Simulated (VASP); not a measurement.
# Zn (P6_3/mmc) in VASP: further runs

Zn is run at these levels: PBEsol, PBE+D4, PBE, r2SCAN+rVV10; tasks: relaxation of cell and atoms.

Program: VASP 6.6.1. These are calculated values, not measurements. Logs are shortened: lines on timing, memory, paths and dates and some standing lists are left out, and cuts for length are marked.

### 1 The cell of the first run

It takes space group P6_3/mmc (No. 194, hexagonal). The conventional cell has a = 2.670 Å, b = 2.670 Å, c = 4.966 Å, α = 90.00°, β = 90.00°, γ = 120.00°. Zn (site symmetry -6m2) has 12 Zn at 2.67 to 2.92 Å within 3.5 Å.

### 2 Relaxation of cell and atoms, PBEsol

INCAR reads:

```
SYSTEM = Zn
PREC = Accurate ; ENCUT = 600
EDIFF = 1E-6 ; ISMEAR = 0
SIGMA = 0.1 ; LREAL = .False.
LASPH = .True. ; NELM = 100
ALGO = Normal ; ISIF = 3
LWAVE = .False. ; LCHARG = .False.
GGA = PS ; IBRION = 2
NSW = 80 ; EDIFFG = -0.1
```

KPOINTS reads:

```
Automatic mesh
0
Gamma
  10 10 4
  0 0 0
```

POSCAR reads:

```
Zn
1.0
    2.6700000000      0.0000000000      0.0000000000
   -1.3350000000      2.3122878300      0.0000000000
    0.0000000000      0.0000000000      4.9660000000
Zn
2
Direct
    0.3333333333      0.6666666667      0.2500000000
    0.6666666667      0.3333333333      0.7500000000
```

Potentials or basis: VASP PAW PBE potentials, release 64 (Zn).

On the command line:

```sh
> cat potpaw_PBE.64/Zn/POTCAR > POTCAR
> mpirun -np 1 vasp_std > vasp.out
```

OUTCAR:

```text
SYSTEM = Zn
   PREC = Accurate
   ENCUT = 600
   EDIFF = 1E-6
   ISMEAR = 0
   LREAL = .False.
   LASPH = .True.
   NELM = 100
   ISIF = 3
   GGA = PS
   IBRION = 2
   NSW = 80
   EDIFFG = -0.1

 ion  position               nearest neighbor table
   1  0.333  0.667  0.250-   2 2.92   2 2.92   2 2.92   2 2.92   2 2.92   2 2.92
   2  0.667  0.333  0.750-   1 2.92   1 2.92   1 2.92   1 2.92   1 2.92   1 2.92

  LATTYP: Found a hexagonal cell.
 ALAT       =     2.6700000000
 C/A-ratio  =     1.8599250936

  Lattice vectors:

 A1 = (   2.6700000000,   0.0000000000,   0.0000000000)
 A2 = (  -1.3350000000,   2.3122878300,   0.0000000000)
 A3 = (   0.0000000000,   0.0000000000,   4.9660000000)

Analysis of symmetry for initial positions (statically):
=====================================================================
 Subroutine PRICEL returns:
 Original cell was already a primitive cell.

 Routine SETGRP: Setting up the symmetry group for a
 hexagonal supercell.

 Subroutine GETGRP returns: Found 24 space group operations
 (whereof 12 operations were pure point group operations)
 out of a pool of 24 trial point group operations.

The static configuration has the point symmetry D_3d.
 The point group associated with its full space group is D_6h.

Analysis of symmetry for dynamics (positions and initial velocities):
=====================================================================
 Subroutine PRICEL returns:
 Original cell was already a primitive cell.

 Routine SETGRP: Setting up the symmetry group for a
 hexagonal supercell.

 Subroutine GETGRP returns: Found 24 space group operations
 (whereof 12 operations were pure point group operations)
 out of a pool of 24 trial point group operations.

The dynamic configuration has the point symmetry D_3d.
 The point group associated with its full space group is D_6h.

 Subroutine INISYM returns: Found 24 space group operations
 (whereof 12 operations are pure point group operations),
 and found     1 'primitive' translations

----------------------------------------------------------------------------------------

                                     Primitive cell

  volume of cell :      30.6591

  direct lattice vectors                    reciprocal lattice vectors
     2.670000000  0.000000000  0.000000000     0.374531835  0.216236056  0.000000000
    -1.335000000  2.312287830  0.000000000     0.000000000  0.432472111  0.000000000
     0.000000000  0.000000000  4.966000000     0.000000000  0.000000000  0.201369311

  length of vectors
     2.670000000  2.670000002  4.966000000     0.432472112  0.432472111  0.201369311

  position of ions in fractional coordinates (direct lattice)
     0.333333333  0.666666667  0.250000000
     0.666666667  0.333333333  0.750000000

  ion indices of the primitive-cell ions
   primitive index   ion index
                 1           1
                 2           2

----------------------------------------------------------------------------------------

 KPOINTS: Automatic mesh

Automatic generation of k-mesh.
 Grid dimensions read from file:
 generate k-points for:   10   10    4

 Generating k-lattice:

  Cartesian coordinates                     Fractional coordinates (reciprocal lattice)
     0.037453184  0.021623606  0.000000000     0.100000000  0.000000000  0.000000000
     0.000000000  0.043247211  0.000000000     0.000000000  0.100000000  0.000000000
     0.000000000  0.000000000  0.050342328     0.000000000  0.000000000  0.250000000

  Length of vectors
     0.043247211  0.043247211  0.050342328

  Shift w.r.t. Gamma in fractional coordinates (k-lattice)
     0.000000000  0.000000000  0.000000000

 Subroutine IBZKPT returns following result:
 ===========================================

 Found     42 irreducible k-points:

 Following reciprocal coordinates:
            Coordinates               Weight
  0.000000  0.000000  0.000000      1.000000
  0.100000  0.000000  0.000000      6.000000
  0.200000  0.000000  0.000000      6.000000
  0.300000  0.000000  0.000000      6.000000
  0.400000  0.000000  0.000000      6.000000
  0.500000  0.000000  0.000000      3.000000
[... 16 lines left out ...]
  0.300000  0.100000  0.250000     24.000000
  0.400000  0.100000  0.250000     24.000000
 [... further k-points ...]
   k-points           NKPTS =     42   k-points in BZ     NKDIM =     42   number of bands    NBANDS=     16
   number of dos      NEDOS =    301   number of ions     NIONS =      2
   total plane-waves  NPLWV =  23040
   dimension x,y,z NGX =    24 NGY =   24 NGZ =   40
   dimension x,y,z NGXF=    48 NGYF=   48 NGZF=   80
   ions per type =               2
   NGX,Y,Z   is equivalent  to a cutoff of  14.94, 14.94, 13.39 a.u.
   NGXF,Y,Z  is equivalent  to a cutoff of  29.89, 29.89, 26.78 a.u.
 SYSTEM =  Zn
   PREC   = accura    normal or accurate (medium, high low for compatibility)
   ISTART =      0    job   : 0-new  1-cont  2-samecut
   ICHARG =      2    charge: 1-file 2-atom 10-const
   ISPIN  =      1    spin polarized calculation?
   LNONCOLLINEAR =      F non collinear calculations
   LSORBIT =      F    spin-orbit coupling
   LASPH  =      T    aspherical Exc in radial PAW
   ENCUT  =  600.0 eV  44.10 Ry    6.64 a.u.   5.33  5.33  9.92*2*pi/ulx,y,z
   NELM   =    100;   NELMIN=  2; NELMDL= -5     # of ELM steps
   EDIFF  = 0.1E-05   stopping-criterion for ELM
   LREAL  =      F    real-space projection
   EDIFFG = -.1E+00   stopping-criterion for IOM
   NSW    =     80    number of steps for IOM
   IBRION =      2    ionic relax: 0-MD 1-quasi-New 2-CG
   NFREE  =      1    steps in history (QN), initial steepest desc. (CG)
   ISIF   =      3    stress and relaxation
   ISYM   =      2    0-nonsym 1-usesym 2-fastsym
   POTIM  = 0.5000    time-step for ionic-motion
   TEBEG  =    0.0;   TEEND  =   0.0 temperature during run
   PSTRESS=    0.0 pullay stress
   NELECT =      24.0000    total number of electrons
   NUPDOWN=      -1.0000    fix difference up-down
   EMIN   =  10.00;   EMAX   =-10.00  energy-range for DOS
   EFERMI =   0.00;   METHOD = LEGACY
   ISMEAR =     0;   SIGMA  =   0.10  broadening in eV -4-tet -1-fermi 0-gaus
   EFERMI_NEDOS =   21; number of points for ismear=-14 and -15
   IALGO  =     38    algorithm
   IMIX   =      4    mixing-type and parameters
     AMIX     =   0.40;   BMIX     =  1.00
     AMIX_MAG =   1.60;   BMIX_MAG =  1.00
  volume/ion in A,a.u.               =      15.33       103.45
  Fermi-wavevector in a.u.,A,eV,Ry     =   1.508778  2.851177 30.972445  2.276410
  Thomas-Fermi vector in A             =   2.619187
   LORBIT       =      0    0 simple, 1 ext, 2 COOP (PROOUT), +10 PAW based schemes
   GGA     = PS    functional components
   LHFCALC =     F    Hartree Fock is set to
   AEXX    =    0.0000 exact exchange contribution
   IVDW    =     0    specifies the selected vdW correction
   LEPSILON=     F    determine dielectric tensor
   LRPA    =     F    only Hartree local field effects (RPA)
 conjugate gradient relaxation of ions
 non-spin polarized calculation
 Gauss-broadening in eV      SIGMA  =   0.10
  energy-cutoff  :      600.00
  volume of cell :       30.66
 maximum number of plane-waves:      1051
 NGX is ok and might be reduce to    24
   NGX = 11   NGY = 11   NGZ = 19

--------------------------------------- Ionic step        1  -------------------------------------------

 number of electron      24.0000003 magnetization

 Free energy of the ion-electron system (eV)
  ---------------------------------------------------
  ext. energy  EPLUGINS =         0.00000000
  ---------------------------------------------------
  free energy    TOTEN  =        -3.16375696 eV

  energy without entropy =       -3.16298488  energy(sigma->0) =       -3.16337092

------------------------ aborting loop because EDIFF is reached ----------------------------------------

  FORCE on cell =-STRESS in cart. coord.  units (eV):
  Direction    XX          YY          ZZ          XY          YZ          ZX
  --------------------------------------------------------------------------------------
  -------------------------------------------------------------------------------------
  Total       -1.0530927     -1.0530927     -1.1791507      0.0000000      0.0000000      0.0000000
  in kB      -55.0322570    -55.0322571    -61.6197653      0.0000000      0.0000000      0.0000000
  external PRESSURE =     -57.2280931 kB  Pullay stress =       0.0000000 kB
[... 129 lines left out ...]
  energy  without entropy=       -3.2064117699  energy(sigma->0) =       -3.20684765

--------------------------------------- Ionic step        5  -------------------------------------------

 number of electron      23.9999997 magnetization

 Free energy of the ion-electron system (eV)
  ---------------------------------------------------
  ext. energy  EPLUGINS =         0.00000000
  ---------------------------------------------------
  free energy    TOTEN  =        -3.20963029 eV

  energy without entropy =       -3.20810854  energy(sigma->0) =       -3.20886942

 E-fermi :   3.4293     XC(G=0): -12.0834

 val. band max:        3.3583947247   @ k =   0.3000   0.1000   0.0000
 cond. band min:       3.5027190279   @ k =   0.4000   0.0000   0.0000
 fundamental gap:      0.1443243032
 Fermi energy:         3.4293135457

 k-point     1 :       0.0000    0.0000    0.0000
  band No.  band energies     occupation
      1      -7.5344      2.00000
      2      -5.4397      2.00000
      3      -4.6234      2.00000
      4      -4.3736      2.00000
      5      -4.3736      2.00000
      6      -4.3116      2.00000
[... 8 lines left out ...]
     15      21.5373      0.00000
     16      21.8077      0.00000
[... 420 lines left out ...]
  band No.  band energies     occupation
      1      -5.1314      2.00000
      2      -5.0801      2.00000
      3      -4.7982      2.00000
      4      -4.6524      2.00000
      5      -4.2552      2.00000
      6      -4.0296      2.00000
[... 8 lines left out ...]
     15      10.3057      0.00000
     16      11.8694      0.00000

 [... further k-points ...]

------------------------ aborting loop because EDIFF is reached ----------------------------------------

  FORCE on cell =-STRESS in cart. coord.  units (eV):
  Direction    XX          YY          ZZ          XY          YZ          ZX
  --------------------------------------------------------------------------------------
  -------------------------------------------------------------------------------------
  Total        0.0581652      0.0581652     -0.0514718      0.0000000      0.0000000      0.0000000
  in kB        3.2906233      3.2906233     -2.9119544      0.0000000      0.0000000      0.0000000
  external PRESSURE =       1.2230974 kB  Pullay stress =       0.0000000 kB
[... 17 lines left out ...]
  FREE ENERGIE OF THE ION-ELECTRON SYSTEM (eV)
  ---------------------------------------------------
  free  energy   TOTEN  =        -3.2096302880 eV

  energy  without entropy=       -3.2081085445  energy(sigma->0) =       -3.20886942

 reached required accuracy - stopping structural energy minimisation
```

It took 2.1 min on 1 thread of Intel Xeon 8259CL, shared host; peak memory 0.17 GiB.

Results:

* Free energy: -3.2096 eV
* Relaxed volume: 14.16 Å³/atom
* Relaxed cell: a = 2.613 Å, b = 2.613 Å, c = 4.788 Å, α = 90.00°, β = 90.00°, γ = 120.00°
* Space group after relaxing (to 0.1 Å): P6_3/mmc (No. 194)
* Energy gained by relaxing: 22.9 meV/atom
* Ionic steps: 5
* Pressure after relaxing: 0.1 GPa
* Band gap on the k mesh: zero (bands 12 and 13 overlap by 3.97 eV)

The path:
```tsv
step	energy change (eV)	largest force (eV/Å)	pressure (GPa)	volume (Å³)
1	0.0000	0.0000	-5.72	30.66
2	-0.0434	0.0000	0.60	28.29
3	-0.0435	0.0000	0.01	28.44
4	-0.0435	0.0000	0.14	28.40
5	-0.0459	0.0000	0.12	28.32
```

Final structure:
```
Zn
1.0
     2.61339    0.00000    0.00000
    -1.30669    2.26326    0.00000
     0.00000    0.00000    4.78804
Zn
2
Direct
  0.33333 0.66667 0.25000
  0.66667 0.33333 0.75000
```

Levels at points of the mesh, in eV from the Fermi level:
```csv
k point,band 9,band 10,band 11,band 12,band 13,band 14,band 15,band 16
"(0.00, 0.00, 0.00)",-7.39,-7.14,-7.14,-3.92,-2.79,14.77,18.11,18.38
"(0.50, 0.00, 0.00)",-6.95,-6.92,-3.09,-2.24,2.92,3.63,4.64,5.93
"(0.00, 0.00, 0.50)",-7.24,-7.24,-7.24,-7.24,5.11,5.11,19.52,19.52
"(0.50, 0.00, 0.50)",-6.93,-6.93,-2.09,-2.09,0.26,0.26,10.82,10.82
```

Caveat: the PAW data sets were made with another functional, which shifts forces and pressure a little.

(Part 1 of 2 ends here.)

The gap in the log of VASP goes by the Fermi energy; the results here count the filled bands.